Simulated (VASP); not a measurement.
# H10CO6 in VASP: a series of runs, part 2 of 2

VASP 6.6.1. Earlier steps stand in the parts before.

## Step 3: Single point, PBE

INCAR

```
  ALGO = Normal
  EDIFF = 1E-7
  ENCUT = 520
  GGA = PE
  ISIF = 2
  ISMEAR = -1
  LASPH = T
  LCHARG = F
  LREAL = Auto
  LWAVE = F
  NBANDS = 39
  NELM = 60
  PREC = Accurate
  SIGMA = 0.05
```

KPOINTS

```
k-points
0
Gamma
  1 1 1
```

POSCAR

```
H10CO6
1.0
    6.1962860000      0.0000000000      0.0000000000
    0.0000000000      6.1962860000      0.0000000000
    0.0000000000      0.0000000000      6.1962860000
O H C
6 10 1
Direct
    0.1941162819      0.3715612869      0.9043159079
    0.7456240722      0.4162816242      0.4428943403
    0.1407456015      0.0368930679      0.6917208147
    0.2915294743      0.6278599793      0.5460206324
    0.8137616630     -0.1134711987      0.9239728444
    0.6437243213      0.1798980873      0.8013994189
    0.2587517749      0.4835638639      0.8114861064
    0.0417669552      0.3968990457      0.9103679204
    0.7512242011      0.3338935614      0.5802185374
    0.8811568736      0.5034951582      0.4455249483
    0.1932286534      0.1735394396      0.7579379002
    0.1241711567      0.0643772737      0.5321413505
    0.4379720368      0.5992944806      0.5171323596
    0.2780859373      0.7799026707      0.6002950800
    0.9394982736     -0.0765458534      0.8201041721
    0.5188107844      0.0092797524      1.0504356965
    0.6592658893      0.0326970059      0.9235209608
```

Potentials or basis: VASP PAW PBE potentials, release 64 (O, H, C).

On the command line:

```
$ cat potpaw_PBE.64/O/POTCAR potpaw_PBE.64/H/POTCAR potpaw_PBE.64/C/POTCAR > POTCAR
$ mpirun -np 1 vasp_gam > vasp.out
```

Wall time 19 s (1 thread of Intel Xeon Platinum 8488C (Sapphire Rapids), shared host); peak memory 0.31 GiB.

The run converged. Its results:

| Item | Value |
| --- | --- |
| Free energy | -88.1684 eV |
| Pressure | 0.4 GPa |
| Largest force | 3.233 eV/Å |
| Band gap on the k mesh | 4.87 eV |

Forces in eV/Å, atoms in the order of the input:
```
O    0.869 -0.079  0.414
O    1.049  0.594  0.405
O   -0.306 -1.465 -2.488
O   -1.991  1.136  0.988
O    0.554 -0.696  0.419
O   -0.071  2.600 -1.915
H   -0.231  0.150 -0.283
H   -0.722  0.447  0.096
H   -0.243  0.073 -0.389
H   -0.878 -0.571 -0.151
H    0.096  0.674  0.592
H   -0.006 -0.078  1.503
H    1.992 -0.341 -0.540
H    0.239 -0.782 -0.273
H   -0.566  0.485  0.206
H    1.590 -0.288 -0.842
C   -1.377 -1.860  2.258
```

Stress tensor (GPa, compression positive):
```
-0.60 -0.51  0.93
-0.51  2.39 -1.05
 0.93 -1.05 -0.50
```

Levels at points of the mesh, in eV from the valence-band top:
```
           k point  band 21  band 22  band 23  band 24  band 25  band 26  band 27  band 28  band 29  band 30
(0.00, 0.00, 0.00)    -1.13    -0.84    -0.58    -0.17     0.00     4.87     5.50     7.33     8.10     8.31
```

Caveat: the k points lie up to 1.01 Å⁻¹ apart.

## Step 4: Single point, PBE

INCAR

```
ALGO = Normal ; EDIFF = 1E-6
ENCUT = 520 ; GGA = PE
ISIF = 2 ; ISMEAR = -1
LASPH = True ; LCHARG = True
LELF = True ; LREAL = Auto
LVHAR = True ; LWAVE = False
NBANDS = 39 ; NELM = 80
PREC = Accurate ; SIGMA = 0.05
```

KPOINTS is that of step 3.

POSCAR

```
H10CO6
1.0
    6.1962860000      0.0000000000      0.0000000000
    0.0000000000      6.1962860000      0.0000000000
    0.0000000000      0.0000000000      6.1962860000
O H C
6 10 1
Direct
    0.1241388793      0.4152326087      0.9137731861
    0.7654746731      0.4302900157      0.4074376167
    0.1707151671      0.0454949949      0.6756305309
    0.3197076442      0.6392377628      0.5371766248
    0.8169248482     -0.1176188446      0.9384653969
    0.6696107959      0.1608544215      0.7604393987
    0.1896458621      0.5338520527      0.8348226664
   -0.0184788113      0.4446050424      0.9795868041
    0.7866163699      0.3282934325      0.5293654941
    0.8902913778      0.5259118123      0.3915732747
    0.1482178195      0.1810439350      0.7544680797
    0.1293355407      0.0855673867      0.5322059053
    0.4668764482      0.5847696507      0.5101281639
    0.3273089719      0.7872941953      0.5374509827
    0.9210033236     -0.0916678152      0.8044657719
    0.5337068044      0.0064877573      1.0348618511
    0.6567643908      0.0263383582      0.9015561903
```

On the command line:

```
$ cat potpaw_PBE.64/O/POTCAR potpaw_PBE.64/H/POTCAR potpaw_PBE.64/C/POTCAR > POTCAR
$ mpirun -np 1 vasp_gam > vasp.out
```

Wall time 21 s (1 thread of Intel Xeon Platinum 8488C (Sapphire Rapids), shared host); peak memory 0.31 GiB.

It converged, with:

| Item | Value |
| --- | --- |
| Free energy | -88.0014 eV |
| Pressure | -0.4 GPa |
| Largest force | 3.494 eV/Å |
| Band gap on the k mesh | 4.93 eV |

Forces on the atoms (eV/Å):
```
O   -0.579 -0.996  0.653
O   -0.086 -0.086  0.051
O   -0.295 -0.805  0.171
O    0.171 -3.489  0.068
O    0.669  0.122 -1.938
O   -0.810  0.552 -0.387
H   -0.318  0.463 -0.242
H    0.925  0.412 -0.655
H    0.055  0.653 -0.409
H   -0.080 -0.457  0.409
H    0.162  0.653  0.686
H   -0.219  0.133 -0.891
H   -0.285  0.029 -0.094
H    0.226  3.257  0.230
H   -0.493 -0.163  1.721
H    0.059  0.373 -0.797
C    0.897 -0.650  1.425
```

Stress tensor (GPa, compression positive):
```
-1.88 -0.71  1.96
-0.71  2.28  0.60
 1.96  0.60 -1.57
```

Levels at points of the mesh, in eV from the valence-band top:
```
           k point  band 23  band 24  band 25  band 26  band 27  band 28
(0.00, 0.00, 0.00)    -0.31    -0.21     0.00     4.93     5.21     7.64
```

Caveat: the k points lie up to 1.01 Å⁻¹ apart.

## Step 5: Single point, PBE

INCAR

```
SYSTEM = H10CO6
PREC = Accurate
ENCUT = 520
EDIFF = 1E-6
ISMEAR = -1
SIGMA = 0.05
LREAL = Auto
LASPH = .True.
NELM = 60
ALGO = Normal
ISIF = 2
LWAVE = .False.
LCHARG = .True.
GGA = PE
LELF = .True.
LVHAR = .True.
NBANDS = 39
```

KPOINTS

```
Automatic mesh
0
Gamma
  1 1 1
  0 0 0
```

POSCAR

```
H10CO6
1.0
    6.1962860000      0.0000000000      0.0000000000
    0.0000000000      6.1962860000      0.0000000000
    0.0000000000      0.0000000000      6.1962860000
O H C
6 10 1
Direct
    0.1406810467      0.4391340232      0.8788167622
    0.7582445355      0.4779960125      0.4589200692
    0.1194102403     -0.0039378428      0.6406256909
    0.3559228867      0.6211140028      0.5498455042
    0.8055954809     -0.0824687563      0.9588485748
    0.6502604948      0.1687785231      0.7463987298
    0.2666920152      0.4993959285      0.7864065668
    0.0154124584      0.5302854000      0.8572877366
    0.7414280103      0.3694309785      0.5757965336
    0.9043804627      0.4627126637      0.4041614606
    0.1459261241      0.1414718430      0.7112647802
    0.0731083104      0.0113616447      0.5012196015
    0.5100474704      0.6131092077      0.5174712723
    0.3185456578      0.7677340910      0.5476022249
    0.9207773818     -0.0792732937      0.8473301587
    0.4837252509      0.0020980310      0.9852837651
    0.6443375919      0.0310508585      0.8873702731
```

Potentials or basis: VASP PAW PBE potentials, release 64 (O, H, C).

On the command line:

```
$ cat potpaw_PBE.64/O/POTCAR potpaw_PBE.64/H/POTCAR potpaw_PBE.64/C/POTCAR > POTCAR
$ mpirun -np 1 vasp_gam > vasp.out
```

OUTCAR:

```text
SYSTEM = H10CO6
   PREC = Accurate
   ENCUT = 520
   EDIFF = 1E-6
   ISMEAR = -1
   LREAL = Auto
   LASPH = .True.
   NELM = 60
   ISIF = 2
   GGA = PE

 ion  position               nearest neighbor table
   1  0.141  0.439  0.879-   8 0.97   7 1.04
   2  0.758  0.478  0.459-  10 0.97   9 0.99
   3  0.119  0.996  0.641-  12 0.92  11 1.02
   4  0.356  0.621  0.550-  14 0.94  13 0.98
   5  0.806  0.918  0.959-  15 0.99  17 1.30
   6  0.650  0.169  0.746-  17 1.22
[... 254 lines left out ...]
  -------------------------------------------------------------------------------------
  Total       -0.3454949      1.2672514      1.1647940     -2.6275860     -1.9725704      2.5395021
  in kB       -2.3267936      8.5345177      7.8445014    -17.6959204    -13.2846076     17.1027044
  external PRESSURE =       4.6840751 kB  Pullay stress =       0.0000000 kB

 VOLUME and BASIS-vectors are now :
 -----------------------------------------------------------------------------
  energy-cutoff  :      520.00
  volume of cell :      237.90
      direct lattice vectors                 reciprocal lattice vectors
     6.196286000  0.000000000  0.000000000     0.161386999  0.000000000  0.000000000
     0.000000000  6.196286000  0.000000000     0.000000000  0.161386999  0.000000000
     0.000000000  0.000000000  6.196286000     0.000000000  0.000000000  0.161386999

 POSITION                                       TOTAL-FORCE (eV/Angst)
 -----------------------------------------------------------------------------------
      0.87170      2.72100      5.44540         1.391374     -0.418535     -0.408936
      4.69830      2.96180      2.84360         0.120830     -0.246928      0.323250
      0.73990      6.17189      3.96950         1.323942      0.225066      4.163849
      2.20540      3.84860      3.40700         0.542570     -1.842442      0.134729
      4.99170      5.68529      5.94130         0.554839     -1.307155      0.354663
      4.02920      1.04580      4.62490        -0.126408     -0.162497     -0.233663
[... 9 lines left out ...]
      2.99730      0.01300      6.10510         1.496220      0.052409     -0.776111
      3.99250      0.19240      5.49840        -2.601350      1.090406      0.965162
 -----------------------------------------------------------------------------------
    total drift:                               -0.005796      0.004015      0.000092

  FREE ENERGIE OF THE ION-ELECTRON SYSTEM (eV)
  ---------------------------------------------------
  free  energy   TOTEN  =       -87.9688254231 eV

  energy  without entropy=      -87.9688254230  energy(sigma->0) =      -87.96882542
```

stdout:

```text
POSCAR found type information on POSCAR O H C
 POSCAR found :  3 types and      17 ions
 scaLAPACK will be used
 LDA part: xc-table for (Slater+PW92), standard interpolation
 POSCAR, INCAR and KPOINTS ok, starting setup
 FFT: planning ... GRIDC
 FFT: planning ... GRID_SOFT
 FFT: planning ... GRID
 WAVECAR not read
 entering main loop
```

Run time: 20 s. Hardware: 1 thread of Intel Xeon Platinum 8488C (Sapphire Rapids), shared host; peak memory 0.31 GiB.

What came out:

- Free energy: -87.9688 eV
- Pressure: 0.5 GPa
- Largest force: 4.375 eV/Å
- Band gap on the k mesh: 4.88 eV

Forces in eV/Å, atoms in the order of the input:
```
O    1.391 -0.419 -0.409
O    0.121 -0.247  0.323
O    1.324  0.225  4.164
O    0.543 -1.842  0.135
O    0.555 -1.307  0.355
O   -0.126 -0.162 -0.234
H   -1.670 -0.117  0.491
H    0.128  0.094 -0.236
H    0.154  0.120 -0.491
H   -0.060  0.122  0.039
H   -0.314 -0.664 -0.833
H   -1.239  0.816 -3.117
H    0.257 -0.181 -0.317
H   -0.606  2.033  0.249
H    0.648  0.386 -0.308
H    1.496  0.052 -0.776
C   -2.601  1.090  0.965
```

Caveat: the k points lie up to 1.01 Å⁻¹ apart.

## Step 6: Molecular dynamics, PBE

INCAR

```
  ALGO = Normal
  EDIFF = 1E-5
  ENCUT = 520
  GGA = PE
  IBRION = 0
  ISIF = 2
  ISMEAR = -1
  ISYM = 0
  LANGEVIN_GAMMA = 20 20 20
  LASPH = True
  LCHARG = True
  LREAL = Auto
  LWAVE = False
  MDALGO = 3
  NBANDS = 39
  NELM = 100
  NELMIN = 4
  NSW = 40
  POTIM = 0.5
  PREC = Accurate
  RANDOM_SEED = 282499 0 0
  SIGMA = 0.05
  TEBEG = 300.0
  TEEND = 300.0
```

KPOINTS

```
k-points
0
Gamma
  1 1 1
```

POSCAR

```
H10CO6
1.0
    6.1962860000      0.0000000000      0.0000000000
    0.0000000000      6.1962860000      0.0000000000
    0.0000000000      0.0000000000      6.1962860000
O H C
6 10 1
Direct
    0.1914833700      0.3978148200      0.8707538400
    0.7427197400      0.4681215500      0.4391314100
    0.1338682700      0.0394557600      0.6542758600
    0.3353521600      0.6513670300      0.5569312300
    0.8579515300     -0.0524444700      0.9678242100
    0.6642182500      0.2111923200      0.8025833600
    0.2548118000      0.5043334600      0.7656618300
    0.0541936700      0.4588424700      0.9150800800
    0.7371833100      0.3746595100      0.5672456800
    0.8832816100      0.5371174700      0.4433949900
    0.1686688800      0.1816516500      0.7300232000
    0.0539230400      0.0816626900      0.5256367700
    0.4838691000      0.6252962300      0.5080999900
    0.3150808500      0.8052527800      0.5841125800
    0.9594938200     -0.0308218700      0.8390375900
    0.5822758900      0.0731620600      1.0902388700
    0.6974393100      0.0876717300      0.9529115900
```

Potentials or basis: VASP PAW PBE potentials, release 64 (O, H, C).

On the command line:

```
$ cat potpaw_PBE.64/O/POTCAR potpaw_PBE.64/H/POTCAR potpaw_PBE.64/C/POTCAR > POTCAR
$ mpirun -np 1 vasp_gam > vasp.out
```

Wall time 5.4 min (1 thread of Intel Xeon Platinum 8488C (Sapphire Rapids), shared host); peak memory 0.33 GiB.

Caveat: the k points lie up to 1.01 Å⁻¹ apart.
